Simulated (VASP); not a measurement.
Ni, 2 atoms in the cell. The structure is hexagonal, space group P6_3/mmc (No. 194). The conventional cell has a = 2.512 Å, b = 2.512 Å, c = 4.179 Å, α = 90.00°, β = 90.00°, γ = 120.00°. Within 3.3 Å of Ni (site symmetry -6m2) lie 12 Ni at 2.51 to 2.54 Å. This isn't the form of Ni at room conditions, which is fcc.

* Program: VASP 6.6.1
* Task: single point
* Functional: PBEsol
* Potentials or basis: VASP PAW PBE potentials, release 64 (Ni)
* Cutoff: 520 eV
* k mesh: 13 × 13 × 7
* Occupations: fermi-dirac, width 0.1 eV
* Spin: collinear spin, antiferromagnetic start
* Starting moments: [1.5, -1.5] μB
* Dipole correction: no
* Further INCAR settings: ALGO = Normal; EDIFF = 1e-06; NBANDS = 21

Potentials or basis: VASP PAW PBE potentials, release 64 (Ni).

The run is started by

```bash
$ cat potpaw_PBE.64/Ni/POTCAR > POTCAR
$ mpirun -np 1 vasp_std > vasp.out
```

Hardware: 1 thread of Intel(R) Xeon(R) 6975P-C (Granite Rapids) (shared host).

Problem. Estimate the wall time of this run.

Solution. Run time: 58 s on 1 thread of Intel(R) Xeon(R) 6975P-C (Granite Rapids), with other jobs on the host, peak memory 0.18 GiB. Counts: scf iterations 20, k points 84.
